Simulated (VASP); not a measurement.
# C (P6/mmm) in VASP: further runs, part 2 of 2

VASP 6.6.1. The steps go on from the part before.

**3. Vibrations by perturbation theory, PBEsol**

This run uses another cell than the first one, of 7.95 Å³/atom.

Contents of INCAR:

```
PREC = Accurate
ENCUT = 520
EDIFF = 1E-8
ISMEAR = -1
SIGMA = 0.15
LREAL = F
LASPH = T
NELM = 60
ALGO = Normal
ISIF = 2
LWAVE = F
LCHARG = F
GGA = PS
NBANDS = 11
IBRION = 8
NSW = 1
```

Contents of KPOINTS:

```
Automatic mesh
0
Gamma
  18 18 12
```

Contents of POSCAR:

```
C
1.0
    2.4375717438      0.0000000000      0.0000000000
   -1.2187858719      2.1109990537      0.0000000000
    0.0000000000      0.0000000000      3.0900555472
C
2
Direct
    0.3333333333      0.6666666667      0.0000000000
    0.6666666667      0.3333333333      0.0000000000
```

Potentials or basis: VASP PAW PBE potentials, release 64 (C).

Started as:

```console
$ cat potpaw_PBE.64/C/POTCAR > POTCAR
$ mpirun -np 1 vasp_std > vasp.out
```

OUTCAR:

```text
PREC = Accurate
   ENCUT = 520
   EDIFF = 1E-8
   ISMEAR = -1
   LREAL = F
   LASPH = T
   NELM = 60
   ISIF = 2
   GGA = PS
   IBRION = 8
   NSW = 1

 ion  position               nearest neighbor table
   1  0.333  0.667  0.000-   2 1.41   2 1.41   2 1.41
   2  0.667  0.333  0.000-   1 1.41   1 1.41   1 1.41

  LATTYP: Found a hexagonal cell.
 ALAT       =     2.4375717438
 C/A-ratio  =     1.2676777843

  Lattice vectors:

 A1 = (   2.4375717438,   0.0000000000,   0.0000000000)
 A2 = (  -1.2187858719,   2.1109990537,   0.0000000000)
 A3 = (   0.0000000000,   0.0000000000,   3.0900555472)

Analysis of symmetry for initial positions (statically):
=====================================================================
 Subroutine PRICEL returns:
 Original cell was already a primitive cell.

 Routine SETGRP: Setting up the symmetry group for a
 hexagonal supercell.
[... 566 lines left out ...]
     0.00022 -0.00000 -0.00000
    -0.00000  0.00022 -0.00000
    -0.00000 -0.00000  0.00755

 INTERNAL STRAIN TENSOR FOR ION    2 for displacements in x,y,z  (eV/Angst):
          X           Y           Z          XY          YZ          ZX
  --------------------------------------------------------------------------------
  x     0.00000     0.00000     0.00000    14.25839     0.00000     0.00000
  y    14.25839   -14.25839     0.00000     0.00000     0.00000     0.00000
  z     0.00000     0.00000     0.00000     0.00000     0.00000     0.00000

 SECOND DERIVATIVES (NOT SYMMETRIZED)
 ------------------------------------
               1X          1Y          1Z          2X          2Y          2Z
  1X   -57.332870    0.000000    0.000000   57.332870    0.000000    0.000000
  1Y     0.000000  -57.332870    0.000000   -0.000000   57.332870    0.000000
  1Z     0.000000    0.000000  -16.709566    0.000000    0.000000   16.709566
  2X    57.332870    0.000000    0.000000  -57.332870    0.000000    0.000000
  2Y    -0.000000   57.332870    0.000000    0.000000  -57.332870    0.000000
  2Z     0.000000    0.000000   16.709566    0.000000    0.000000  -16.709566

 Eigenvectors and eigenvalues of the dynamical matrix
 ----------------------------------------------------

   1 f  =   48.303431 THz   303.499410 2PiTHz 1611.229038 cm-1   199.766851 meV
             X         Y         Z           dx          dy          dz
     -0.000000  1.407333  0.000000     0.000000   -0.707107    0.000000
      1.218786  0.703666  0.000000     0.000000    0.707107    0.000000
[... 16 lines left out ...]
   5 f  =    0.000000 THz     0.000000 2PiTHz    0.000000 cm-1     0.000000 meV
             X         Y         Z           dx          dy          dz
     -0.000000  1.407333  0.000000     0.000000    0.000000    0.707107
      1.218786  0.703666  0.000000     0.000000    0.000000    0.707107

   6 f/i=    0.000000 THz     0.000003 2PiTHz    0.000016 cm-1     0.000002 meV
             X         Y         Z           dx          dy          dz
     -0.000000  1.407333  0.000000    -0.188505   -0.681517    0.000000
      1.218786  0.703666  0.000000    -0.188505   -0.681517    0.000000

--------------------------------------------------------------------------------------------------------

 ELASTIC MODULI CONTR FROM IONIC RELAXATION (kBar)
 Direction    XX          YY          ZZ          XY          YZ          ZX
 --------------------------------------------------------------------------------
 XX        -357.3028    357.3028      0.0000      0.0000      0.0000      0.0000
 YY         357.3028   -357.3028      0.0000     -0.0000     -0.0000      0.0000
 ZZ           0.0000      0.0000      0.0000      0.0000      0.0000      0.0000
 XY           0.0000     -0.0000      0.0000   -357.3028     -0.0000      0.0000
 YZ           0.0000     -0.0000      0.0000     -0.0000     -0.0000      0.0000
 ZX           0.0000      0.0000      0.0000      0.0000      0.0000      0.0000
 --------------------------------------------------------------------------------
```

OSZICAR:

```text
N       E                     dE             d eps       ncg     rms          rms(c)
DAV:   1     0.400206229921E+01    0.40021E+01   -0.44597E+03  5898   0.666E+02
DAV:   2    -0.199321885608E+02   -0.23934E+02   -0.22542E+02  7427   0.131E+02
[... 39 lines left out ...]
RMM:   6    -0.120700033904E+00    0.57705E-05   -0.17009E-07 15166   0.152E-03    0.637E-04
RMM:   7    -0.120691294611E+00    0.87393E-05   -0.14427E-07 14827   0.792E-04    0.779E-05
RMM:   8    -0.120691630147E+00   -0.33554E-06   -0.13767E-07 15625   0.295E-04    0.219E-05
RMM:   9    -0.120691505214E+00    0.12493E-06   -0.13254E-07 15746   0.196E-04    0.334E-06
RMM:  10    -0.120691498104E+00    0.71091E-08   -0.15019E-07 15652   0.170E-04    0.385E-07
RMM:  11    -0.120691499011E+00   -0.90613E-09   -0.18603E-07 12971   0.167E-04    0.956E-08
 Linear response finished
```

stdout:

```text
POSCAR found type information on POSCAR C
 POSCAR found :  1 types and       2 ions
 scaLAPACK will be used
 -----------------------------------------------------------------------------
|                                                                             |
|                                                                             |
|     You enforced a specific xc type in the INCAR file but a different       |
|     I HOPE YOU KNOW WHAT YOU ARE DOING!                                     |
|                                                                             |
 -----------------------------------------------------------------------------

 LDA part: xc-table for (Slater+PW92), standard interpolation
 POSCAR, INCAR and KPOINTS ok, starting setup
 FFT: planning ... GRIDC
 FFT: planning ... GRID_SOFT
 FFT: planning ... GRID
 WAVECAR not read
 entering main loop
 Linear response reoptimize wavefunctions to high precision
 Linear response DOF=           2
 Linear response progress:
 first order change of Fermi-energy  -0.10390E-04
 force on displaced ion       1 direction 1 : -57.333  -0.001   0.000
 Linear response progress:
 first order change of Fermi-energy   0.81795E-03
 force on displaced ion       1 direction 3 :   0.000   0.000 -16.710
 Linear response finished
```

Wall time 3.6 min (1 thread of AMD EPYC 7R13 (Zen 3), shared host); peak memory 0.41 GiB.

Results:

```yaml
Highest_phonon_frequency_at_Γ: 1611 cm⁻¹
```

Phonon frequencies in cm⁻¹ (negative: imaginary):
| q point | frequencies |
| --- | --- |
| (0.000, 0.000, 0.000) | 0 0 0 870 1611 1611 |

Caveat: the cell stands under pressure or tension, which shifts response properties; this functional lacks dispersion, which binds layers or chains, so the pressure and a relaxed spacing across them are unreliable; the PAW data sets were made with another functional, which shifts forces and pressure a little.

**4. Vibrations by perturbation theory, PBEsol**

This run uses another cell than the first one, of 8.57 Å³/atom.

Contents of INCAR:

```
SYSTEM = C
ALGO = Normal
EDIFF = 1E-8
ENCUT = 520
GGA = PS
IBRION = 8
ISIF = 2
ISMEAR = -1
LASPH = .TRUE.
LCHARG = .FALSE.
LREAL = .FALSE.
LWAVE = .FALSE.
NBANDS = 11
NELM = 80
NSW = 1
PREC = Accurate
SIGMA = 0.15
```

Contents of KPOINTS:

```
k-points
0
G
  18 18 12
  0 0 0
```

Contents of POSCAR:

```
C
1.0
    2.4481204727      0.0000000000      0.0000000000
   -1.2240602364      2.1201345209      0.0000000000
    0.0000000000      0.0000000000      3.3016449864
C
2
Direct
    0.3333333333      0.6666666667      0.0000000000
    0.6666666667      0.3333333333      0.0000000000
```

Potentials or basis: VASP PAW PBE potentials, release 64 (C).

Started as:

```console
$ cat potpaw_PBE.64/C/POTCAR > POTCAR
$ mpirun -np 1 vasp_std > vasp.out
```

OUTCAR:

```text
SYSTEM = C
   EDIFF = 1E-8
   ENCUT = 520
   GGA = PS
   IBRION = 8
   ISIF = 2
   ISMEAR = -1
   LASPH = .TRUE.
   LREAL = .FALSE.
   NELM = 80
   NSW = 1
   PREC = Accurate

 ion  position               nearest neighbor table
   1  0.333  0.667  0.000-   2 1.41   2 1.41   2 1.41
   2  0.667  0.333  0.000-   1 1.41   1 1.41   1 1.41

  LATTYP: Found a hexagonal cell.
 ALAT       =     2.4481204727
 C/A-ratio  =     1.3486448168

  Lattice vectors:

[... 594 lines left out ...]
  2X    56.498153   -0.000000    0.000000  -56.498153    0.000000    0.000000
  2Y    -0.000000   56.498153    0.000000    0.000000  -56.498153    0.000000
  2Z     0.000000   -0.000000   16.752978    0.000000    0.000000  -16.752978

 Eigenvectors and eigenvalues of the dynamical matrix
 ----------------------------------------------------

   1 f  =   47.950514 THz   301.281965 2PiTHz 1599.456983 cm-1   198.307302 meV
             X         Y         Z           dx          dy          dz
     -0.000000  1.413423  0.000000     0.411571   -0.574986   -0.000000
      1.224060  0.706712  0.000000    -0.411571    0.574986   -0.000000
[... 16 lines left out ...]
   5 f  =    0.000000 THz     0.000000 2PiTHz    0.000002 cm-1     0.000000 meV
             X         Y         Z           dx          dy          dz
     -0.000000  1.413423  0.000000     0.107665    0.181782   -0.674806
      1.224060  0.706712  0.000000     0.107665    0.181782   -0.674806

   6 f/i=    0.000001 THz     0.000003 2PiTHz    0.000018 cm-1     0.000002 meV
             X         Y         Z           dx          dy          dz
     -0.000000  1.413423  0.000000     0.145374    0.662007    0.201529
      1.224060  0.706712  0.000000     0.145374    0.662007    0.201529

--------------------------------------------------------------------------------------------------------

 ELASTIC MODULI CONTR FROM IONIC RELAXATION (kBar)
 Direction    XX          YY          ZZ          XY          YZ          ZX
 --------------------------------------------------------------------------------
 XX        -300.0617    300.0617     -0.0000      0.0000      0.0000     -0.0000
 YY         300.0617   -300.0617      0.0000      0.0000     -0.0000      0.0000
 ZZ          -0.0000      0.0000     -0.0000      0.0000      0.0000     -0.0000
 XY           0.0000      0.0000      0.0000   -300.0617      0.0000     -0.0000
 YZ           0.0000     -0.0000      0.0000      0.0000     -0.0000      0.0000
 ZX          -0.0000      0.0000     -0.0000     -0.0000      0.0000     -0.0000
 --------------------------------------------------------------------------------
```

Wall time 3.8 min (1 thread of AMD EPYC 7R13 (Zen 3), shared host); peak memory 0.43 GiB.

Results:

* Highest phonon frequency at Γ: 1599 cm⁻¹

Phonon frequencies in cm⁻¹ (negative: imaginary):
```csv
q point,frequencies
"(0.000, 0.000, 0.000)",0 0 0 871 1599 1599
```

Caveat: the cell stands under pressure or tension, which shifts response properties; this functional lacks dispersion, which binds layers or chains, so the pressure and a relaxed spacing across them are unreliable; the PAW data sets were made with another functional, which shifts forces and pressure a little.
